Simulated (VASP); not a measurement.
# Na2S (Fm-3m) in VASP: further runs

The runs below take Na2S through single point, with PBEsol, HSE06, PBE-based screened hybrid with 75 % exact exchange, PBE-based screened hybrid with 100 % exact exchange.

Everything below comes from runs of VASP 6.6.1. Logs are shortened: lines on timing, memory, paths and dates and some standing lists are left out, and cuts for length are marked.

### 1 The cell of the first run

It takes space group Fm-3m (No. 225, cubic). Conventional cell: a = 6.511 Å, b = 6.511 Å, c = 6.511 Å, α = 90.00°, β = 90.00°, γ = 90.00°. Within 3.7 Å of S (site symmetry m-3m) lie 8 Na at 2.82 Å. Na (site symmetry -43m) has 4 S at 2.82 Å and 6 Na at 3.26 Å within 3.7 Å.

### 2 Single point, PBEsol

Input file INCAR:

```
SYSTEM = Na2S
PREC = Accurate
ENCUT = 500
EDIFF = 1E-6
ISMEAR = 0
SIGMA = 0.01
LREAL = .FALSE.
LASPH = .TRUE.
NELM = 120
ALGO = Normal
ISIF = 2
LWAVE = .FALSE.
LCHARG = .FALSE.
GGA = PS
NBANDS = 17
GGA_COMPAT = .FALSE.
```

Input file KPOINTS:

```
Automatic mesh
0
G
  6 6 6
  0 0 0
```

Input file POSCAR:

```
Na2S
1.0
    0.0000000000      3.2554324741      3.2554324741
    3.2554324741      0.0000000000      3.2554324741
    3.2554324741      3.2554324741      0.0000000000
S Na
1 2
Direct
    0.0000000000      0.0000000000      0.0000000000
    0.2500000000      0.2500000000      0.2500000000
    0.7500000000      0.7500000000      0.7500000000
```

Potentials or basis: VASP PAW PBE potentials, release 64 (S, Na_pv).

Run with:

```
cat potpaw_PBE.64/S/POTCAR potpaw_PBE.64/Na_pv/POTCAR > POTCAR
mpirun -np 1 vasp_std > vasp.out
```

OUTCAR:

```text
SYSTEM = Na2S
   PREC = Accurate
   ENCUT = 500
   EDIFF = 1E-6
   ISMEAR = 0
   LREAL = .FALSE.
   LASPH = .TRUE.
   NELM = 120
   ISIF = 2
   GGA = PS

 ion  position               nearest neighbor table
   1  0.000  0.000  0.000-
   2  0.250  0.250  0.250-
   3  0.750  0.750  0.750-

  LATTYP: Found a face centered cubic cell.
 ALAT       =     6.5108649482

  Lattice vectors:

 A1 = (   0.0000000000,   3.2554324741,   3.2554324741)
 A2 = (   3.2554324741,   0.0000000000,   3.2554324741)
 A3 = (   3.2554324741,   3.2554324741,   0.0000000000)

Analysis of symmetry for initial positions (statically):
=====================================================================
 Subroutine PRICEL returns:
 Original cell was already a primitive cell.

 Routine SETGRP: Setting up the symmetry group for a
 face centered cubic supercell.

 Subroutine GETGRP returns: Found 48 space group operations
 (whereof 48 operations were pure point group operations)
 out of a pool of 48 trial point group operations.

The static configuration has the point symmetry O_h .

Analysis of symmetry for dynamics (positions and initial velocities):
=====================================================================
 Subroutine PRICEL returns:
 Original cell was already a primitive cell.

 Routine SETGRP: Setting up the symmetry group for a
 face centered cubic supercell.

 Subroutine GETGRP returns: Found 48 space group operations
 (whereof 48 operations were pure point group operations)
 out of a pool of 48 trial point group operations.

The dynamic configuration has the point symmetry O_h .

 Subroutine INISYM returns: Found 48 space group operations
 (whereof 48 operations are pure point group operations),
 and found     1 'primitive' translations

----------------------------------------------------------------------------------------

                                     Primitive cell

  volume of cell :      69.0011

  direct lattice vectors                    reciprocal lattice vectors
     0.000000000  3.255432474  3.255432474    -0.153589424  0.153589424  0.153589424
     3.255432474  0.000000000  3.255432474     0.153589424 -0.153589424  0.153589424
     3.255432474  3.255432474  0.000000000     0.153589424  0.153589424 -0.153589424

  length of vectors
     4.603876756  4.603876756  4.603876756     0.266024687  0.266024687  0.266024687

  position of ions in fractional coordinates (direct lattice)
     0.000000000  0.000000000  0.000000000
     0.250000000  0.250000000  0.250000000
     0.750000000  0.750000000  0.750000000

  ion indices of the primitive-cell ions
   primitive index   ion index
                 1           1
                 2           2
                 3           3

----------------------------------------------------------------------------------------

 KPOINTS: Automatic mesh

Automatic generation of k-mesh.
 Grid dimensions read from file:
 generate k-points for:    6    6    6

 Generating k-lattice:

  Cartesian coordinates                     Fractional coordinates (reciprocal lattice)
    -0.025598237  0.025598237  0.025598237     0.166666667  0.000000000  0.000000000
     0.025598237 -0.025598237  0.025598237     0.000000000  0.166666667  0.000000000
     0.025598237  0.025598237 -0.025598237     0.000000000  0.000000000  0.166666667

  Length of vectors
     0.044337448  0.044337448  0.044337448

  Shift w.r.t. Gamma in fractional coordinates (k-lattice)
     0.000000000  0.000000000  0.000000000

 Subroutine IBZKPT returns following result:
 ===========================================

 Found     16 irreducible k-points:

 Following reciprocal coordinates:
            Coordinates               Weight
  0.000000  0.000000  0.000000      1.000000
  0.166667  0.000000  0.000000      8.000000
  0.333333  0.000000  0.000000      8.000000
  0.500000  0.000000  0.000000      4.000000
  0.166667  0.166667  0.000000      6.000000
  0.333333  0.166667  0.000000     24.000000
[... 8 lines left out ...]
 -0.333333  0.333333  0.166667     24.000000
 -0.333333  0.500000  0.166667     12.000000
   k-points           NKPTS =     16   k-points in BZ     NKDIM =     16   number of bands    NBANDS=     17
   number of dos      NEDOS =    301   number of ions     NIONS =      3
   total plane-waves  NPLWV =  46656
   dimension x,y,z NGX =    36 NGY =   36 NGZ =   36
   dimension x,y,z NGXF=    72 NGYF=   72 NGZF=   72
   ions per type =               1   2
   NGX,Y,Z   is equivalent  to a cutoff of  13.00, 13.00, 13.00 a.u.
   NGXF,Y,Z  is equivalent  to a cutoff of  26.00, 26.00, 26.00 a.u.
 SYSTEM =  Na2S
   PREC   = accura    normal or accurate (medium, high low for compatibility)
   ISTART =      0    job   : 0-new  1-cont  2-samecut
   ICHARG =      2    charge: 1-file 2-atom 10-const
   ISPIN  =      1    spin polarized calculation?
   LNONCOLLINEAR =      F non collinear calculations
   LSORBIT =      F    spin-orbit coupling
   LASPH  =      T    aspherical Exc in radial PAW
   ENCUT  =  500.0 eV  36.75 Ry    6.06 a.u.   8.39  8.39  8.39*2*pi/ulx,y,z
   NELM   =    120;   NELMIN=  2; NELMDL= -5     # of ELM steps
   EDIFF  = 0.1E-05   stopping-criterion for ELM
   LREAL  =      F    real-space projection
   EDIFFG = 0.1E-04   stopping-criterion for IOM
   NSW    =      0    number of steps for IOM
   IBRION =     -1    ionic relax: 0-MD 1-quasi-New 2-CG
   NFREE  =      0    steps in history (QN), initial steepest desc. (CG)
   ISIF   =      2    stress and relaxation
   ISYM   =      2    0-nonsym 1-usesym 2-fastsym
   POTIM  = 0.5000    time-step for ionic-motion
   TEBEG  =    0.0;   TEEND  =   0.0 temperature during run
   PSTRESS=    0.0 pullay stress
   NELECT =      20.0000    total number of electrons
   NUPDOWN=      -1.0000    fix difference up-down
   EMIN   =  10.00;   EMAX   =-10.00  energy-range for DOS
   EFERMI =   0.00;   METHOD = LEGACY
   ISMEAR =     0;   SIGMA  =   0.01  broadening in eV -4-tet -1-fermi 0-gaus
   EFERMI_NEDOS =   21; number of points for ismear=-14 and -15
   IALGO  =     38    algorithm
   IMIX   =      4    mixing-type and parameters
     AMIX     =   0.40;   BMIX     =  1.00
     AMIX_MAG =   1.60;   BMIX_MAG =  1.00
  volume/ion in A,a.u.               =      23.00       155.21
  Fermi-wavevector in a.u.,A,eV,Ry     =   1.083427  2.047379 15.970697  1.173813
  Thomas-Fermi vector in A             =   2.219492
   LORBIT       =      0    0 simple, 1 ext, 2 COOP (PROOUT), +10 PAW based schemes
   GGA     = PS    functional components
   LHFCALC =     F    Hartree Fock is set to
   AEXX    =    0.0000 exact exchange contribution
   IVDW    =     0    specifies the selected vdW correction
   LEPSILON=     F    determine dielectric tensor
   LRPA    =     F    only Hartree local field effects (RPA)
 non-spin polarized calculation
 Gauss-broadening in eV      SIGMA  =   0.01
  energy-cutoff  :      500.00
  volume of cell :       69.00
 maximum number of plane-waves:      1807
 NGX is ok and might be reduce to    36
   NGX = 17   NGY = 17   NGZ = 17

 number of electron      19.9999984 magnetization

 Free energy of the ion-electron system (eV)
  ---------------------------------------------------
  ext. energy  EPLUGINS =         0.00000000
  ---------------------------------------------------
  free energy    TOTEN  =       -10.37489148 eV

  energy without entropy =      -10.37489148  energy(sigma->0) =      -10.37489148

 E-fermi :   0.2845     XC(G=0):  -8.0063

 val. band max:        0.1713838951   @ k =   0.0000   0.0000   0.0000
 cond. band min:       2.5806834886   @ k =   0.0000   0.0000   0.0000
 fundamental gap:      2.4092995935
 Fermi energy:         0.2844797911

 k-point     1 :       0.0000    0.0000    0.0000
  band No.  band energies     occupation
      1     -21.8670      2.00000
      2     -21.8670      2.00000
      3     -21.8670      2.00000
      4     -21.8095      2.00000
      5     -21.8095      2.00000
      6     -21.8095      2.00000
[... 9 lines left out ...]
     16       9.5009      0.00000
     17      11.3384      0.00000

 k-point     2 :       0.1667    0.0000    0.0000
  band No.  band energies     occupation
      1     -21.8645      2.00000
      2     -21.8634      2.00000
      3     -21.8634      2.00000
      4     -21.8154      2.00000
      5     -21.8136      2.00000
      6     -21.8136      2.00000
[... 9 lines left out ...]
     16       9.0366      0.00000
     17      10.6939      0.00000

 k-point     3 :       0.3333    0.0000    0.0000
  band No.  band energies     occupation
      1     -21.8574      2.00000
      2     -21.8534      2.00000
      3     -21.8534      2.00000
      4     -21.8294      2.00000
      5     -21.8246      2.00000
      6     -21.8246      2.00000
[... 9 lines left out ...]
     16       9.9186      0.00000
     17      10.5445      0.00000

 k-point     4 :       0.5000    0.0000    0.0000
  band No.  band energies     occupation
      1     -21.8481      2.00000
      2     -21.8422      2.00000
      3     -21.8401      2.00000
      4     -21.8401      2.00000
      5     -21.8384      2.00000
      6     -21.8384      2.00000
[... 9 lines left out ...]
     16      11.6012      0.00000
     17      11.6012      0.00000
[... 183 lines left out ...]
      1     -21.8804      2.00000
      2     -21.8702      2.00000
      3     -21.8572      2.00000
      4     -21.8236      2.00000
      5     -21.8149      2.00000
      6     -21.8018      2.00000
[... 9 lines left out ...]
     16      11.2454      0.00000
     17      12.2617      0.00000

 k-point    15 :      -0.3333    0.3333    0.1667
  band No.  band energies     occupation
      1     -21.8837      2.00000
      2     -21.8783      2.00000
      3     -21.8407      2.00000
      4     -21.8406      2.00000
      5     -21.8042      2.00000
      6     -21.8033      2.00000
[... 9 lines left out ...]
     16      10.7498      0.00000
     17      12.2332      0.00000

 k-point    16 :      -0.3333    0.5000    0.1667
  band No.  band energies     occupation
      1     -21.8921      2.00000
      2     -21.8825      2.00000
      3     -21.8598      2.00000
      4     -21.8211      2.00000
      5     -21.8000      2.00000
      6     -21.7964      2.00000
[... 9 lines left out ...]
     16      11.3325      0.00000
     17      12.1415      0.00000

------------------------ aborting loop because EDIFF is reached ----------------------------------------

  FORCE on cell =-STRESS in cart. coord.  units (eV):
  Direction    XX          YY          ZZ          XY          YZ          ZX
  --------------------------------------------------------------------------------------
  -------------------------------------------------------------------------------------
  Total       -0.0356306     -0.0356306     -0.0356306      0.0000000      0.0000000      0.0000000
  in kB       -0.8273282     -0.8273282     -0.8273282      0.0000000      0.0000000      0.0000000
  external PRESSURE =      -0.8273282 kB  Pullay stress =       0.0000000 kB

 VOLUME and BASIS-vectors are now :
 -----------------------------------------------------------------------------
  energy-cutoff  :      500.00
  volume of cell :       69.00
      direct lattice vectors                 reciprocal lattice vectors
     0.000000000  3.255432474  3.255432474    -0.153589424  0.153589424  0.153589424
     3.255432474  0.000000000  3.255432474     0.153589424 -0.153589424  0.153589424
     3.255432474  3.255432474  0.000000000     0.153589424  0.153589424 -0.153589424

 POSITION                                       TOTAL-FORCE (eV/Angst)
 -----------------------------------------------------------------------------------
      0.00000      0.00000      0.00000        -0.000000     -0.000000      0.000000
      1.62772      1.62772      1.62772         0.000000      0.000000     -0.000000
      4.88315      4.88315      4.88315        -0.000000     -0.000000      0.000000
 -----------------------------------------------------------------------------------
    total drift:                                0.000000      0.000000      0.000000

  FREE ENERGIE OF THE ION-ELECTRON SYSTEM (eV)
  ---------------------------------------------------
  free  energy   TOTEN  =       -10.3748914795 eV

  energy  without entropy=      -10.3748914795  energy(sigma->0) =      -10.37489148
```

Run time: 17 s. Hardware: 1 thread of Oxide Virtual Turin-like, shared host; peak memory 0.16 GiB.

Results:

- Free energy: -10.3749 eV
- Pressure: -0.1 GPa
- Band gap on the k mesh: 2.41 eV

Caveat: the structure was generated, so it needn't be the stable form of Na2S; the PAW data sets were made with another functional, which shifts forces and pressure a little.

### 3 Single point, HSE06

POSCAR is that of step 2.

Input file INCAR.step1:

```
SYSTEM = Na2S
PREC = Accurate
ENCUT = 400
EDIFF = 1E-5
ISMEAR = 0
SIGMA = 0.01
LREAL = .False.
LASPH = .True.
NELM = 120
ALGO = Normal
ISIF = 2
LWAVE = .True.
GGA = PE
NBANDS = 17
GGA_COMPAT = .False.
```

Input file INCAR.step2:

```
SYSTEM = Na2S
PREC = Accurate
ENCUT = 400
EDIFF = 1E-6
ISMEAR = 0
SIGMA = 0.01
LREAL = .False.
LASPH = .True.
NELM = 120
ALGO = Normal
ISIF = 2
LWAVE = .False.
LCHARG = .True.
GGA = PE
LHFCALC = .True.
HFSCREEN = 0.2079
PRECFOCK = Normal
LELF = .True.
LVHAR = .True.
ISTART = 1
NBANDS = 17
GGA_COMPAT = .False.
```

Input file KPOINTS:

```
Automatic mesh
0
Gamma
  4 4 4
  0 0 0
```

Potentials or basis: VASP PAW PBE potentials, release 64 (S, Na_pv).

Run with:

```
cat potpaw_PBE.64/S/POTCAR potpaw_PBE.64/Na_pv/POTCAR > POTCAR
cp INCAR.step1 INCAR
mpirun -np 1 vasp_std > vasp.out
cp INCAR.step2 INCAR
mpirun -np 1 vasp_std > vasp.out
```

Run time: 3.7 min. Hardware: 1 thread of Oxide Virtual Turin-like, shared host; peak memory 0.23 GiB.

Results (log left out):

```yaml
Free_energy: -11.5008 eV
Pressure: 0.0 GPa
Band_gap_on_the_k_mesh: 3.52 eV
```

Levels at points of the mesh, in eV from the valence-band top:
```
           k point  band 8  band 9  band 10  band 11  band 12  band 13
(0.00, 0.00, 0.00)    0.00    0.00     0.00     3.52     8.96     8.96
(0.50, 0.00, 0.00)   -1.78   -0.15    -0.15     5.95     7.60     8.29
(0.50, 0.50, 0.00)   -1.59   -0.51    -0.51     4.78     7.18     9.92
```

Caveat: the structure was generated, so it needn't be the stable form of Na2S; the PAW data sets were made with another functional, which shifts forces and pressure a little.

### 4 Single point, PBE-based screened hybrid with 75 % exact exchange

POSCAR is that of step 3.

Input file INCAR.step1:

```
ALGO     = Normal         # electronic algorithm
EDIFF    = 1E-5           # SCF threshold, eV
ENCUT    = 400            # plane-wave cutoff, eV
GGA      = PE             # functional
GGA_COMPAT= False        
ISIF     = 2              # what is computed and relaxed
ISMEAR   = 0              # smearing method
LASPH    = True           # aspherical terms in the spheres
LCHARG   = False          # write CHGCAR
LREAL    = False          # projectors in reciprocal space
LWAVE    = True           # write WAVECAR
NBANDS   = 17             # bands
NELM     = 120            # most SCF steps
PREC     = Accurate       # precision mode
SIGMA    = 0.01           # smearing width, eV
```

Input file INCAR.step2:

```
AEXX     = 0.75           # exact-exchange fraction
ALGO     = Normal         # electronic algorithm
EDIFF    = 1E-6           # SCF threshold, eV
ENCUT    = 400            # plane-wave cutoff, eV
GGA      = PE             # functional
GGA_COMPAT= False        
HFSCREEN = 0.1            # screening, 1/A
ISIF     = 2              # what is computed and relaxed
ISMEAR   = 0              # smearing method
ISTART   = 1            
LASPH    = True           # aspherical terms in the spheres
LCHARG   = False          # write CHGCAR
LHFCALC  = True           # exact exchange
LREAL    = False          # projectors in reciprocal space
LWAVE    = False          # write WAVECAR
NBANDS   = 17             # bands
NELM     = 120            # most SCF steps
PREC     = Accurate       # precision mode
PRECFOCK = Normal       
SIGMA    = 0.01           # smearing width, eV
```

Input file KPOINTS:

```
k-points
0
Gamma
  4 4 4
```

Run with:

```
cat potpaw_PBE.64/S/POTCAR potpaw_PBE.64/Na_pv/POTCAR > POTCAR
cp INCAR.step1 INCAR
mpirun -np 1 vasp_std > vasp.out
cp INCAR.step2 INCAR
mpirun -np 1 vasp_std > vasp.out
```

Wall time 6.1 min (1 thread of Oxide Virtual Turin-like, shared host); peak memory 0.23 GiB.

The run converged. Its results:

* Free energy: -16.0859 eV
* Pressure: -1.2 GPa
* Band gap on the k mesh: 6.66 eV

Levels at points of the mesh, in eV from the valence-band top:
```tsv
k point	band 8	band 9	band 10	band 11	band 12	band 13
(0.00, 0.00, 0.00)	0.00	0.00	0.00	6.66	12.51	12.51
(0.50, 0.00, 0.00)	-2.03	-0.18	-0.18	9.35	10.87	11.69
(0.50, 0.50, 0.00)	-1.80	-0.61	-0.61	7.75	10.64	13.80
```

Caveat: the structure was generated, so it needn't be the stable form of Na2S; the PAW data sets were made with another functional, which shifts forces and pressure a little.

### 5 Single point, PBE-based screened hybrid with 100 % exact exchange

POSCAR is that of step 4.

Input file INCAR.step1:

```
PREC     = Accurate       # precision mode
ENCUT    = 400            # plane-wave cutoff, eV
EDIFF    = 1E-5           # SCF threshold, eV
ISMEAR   = 0              # smearing method
SIGMA    = 0.01           # smearing width, eV
LREAL    = False          # projectors in reciprocal space
LASPH    = True           # aspherical terms in the spheres
NELM     = 120            # most SCF steps
ALGO     = Normal         # electronic algorithm
ISIF     = 2              # what is computed and relaxed
LWAVE    = True           # write WAVECAR
GGA      = PE             # functional
NBANDS   = 17             # bands
GGA_COMPAT= False
```

Input file INCAR.step2:

```
PREC     = Accurate       # precision mode
ENCUT    = 400            # plane-wave cutoff, eV
EDIFF    = 1E-6           # SCF threshold, eV
ISMEAR   = 0              # smearing method
SIGMA    = 0.01           # smearing width, eV
LREAL    = False          # projectors in reciprocal space
LASPH    = True           # aspherical terms in the spheres
NELM     = 120            # most SCF steps
ALGO     = Normal         # electronic algorithm
ISIF     = 2              # what is computed and relaxed
LWAVE    = False          # write WAVECAR
LCHARG   = True           # write CHGCAR
GGA      = PE             # functional
LHFCALC  = True           # exact exchange
AEXX     = 1.0            # exact-exchange fraction
HFSCREEN = 0.1            # screening, 1/A
PRECFOCK = Normal       
LELF     = True           # ELF
LVHAR    = True         
ISTART   = 1            
NBANDS   = 17             # bands
ALDAC    = 1.0          
AGGAC    = 1.0          
GGA_COMPAT= False
```

Input file KPOINTS:

```
regular mesh
0
Gamma
  4 4 4
```

Run with:

```
cat potpaw_PBE.64/S/POTCAR potpaw_PBE.64/Na_pv/POTCAR > POTCAR
cp INCAR.step1 INCAR
mpirun -np 1 vasp_std > vasp.out
cp INCAR.step2 INCAR
mpirun -np 1 vasp_std > vasp.out
```

Wall time 6.2 min (1 thread of Oxide Virtual Turin-like, shared host); peak memory 0.23 GiB.

It converged, with:

```
Free energy            : -18.2504 eV
Pressure               : -1.8 GPa
Band gap on the k mesh : 8.12 eV
```

Levels at points of the mesh, in eV from the valence-band top:
```
           k point  band 6  band 7  band 8  band 9  band 10  band 11  band 12  band 13  band 14  band 15
(0.00, 0.00, 0.00)  -31.49  -14.35    0.00    0.00     0.00     8.12    14.13    14.13    14.13    15.96
(0.50, 0.00, 0.00)  -31.51  -13.99   -2.10   -0.19    -0.19    10.93    12.31    13.24    13.24    18.31
(0.50, 0.50, 0.00)  -31.48  -13.88   -1.87   -0.65    -0.65     9.10    12.24    15.55    16.57    16.57
```

Caveat: the structure was generated, so it needn't be the stable form of Na2S; the PAW data sets were made with another functional, which shifts forces and pressure a little.

[end of part 1 of 2]
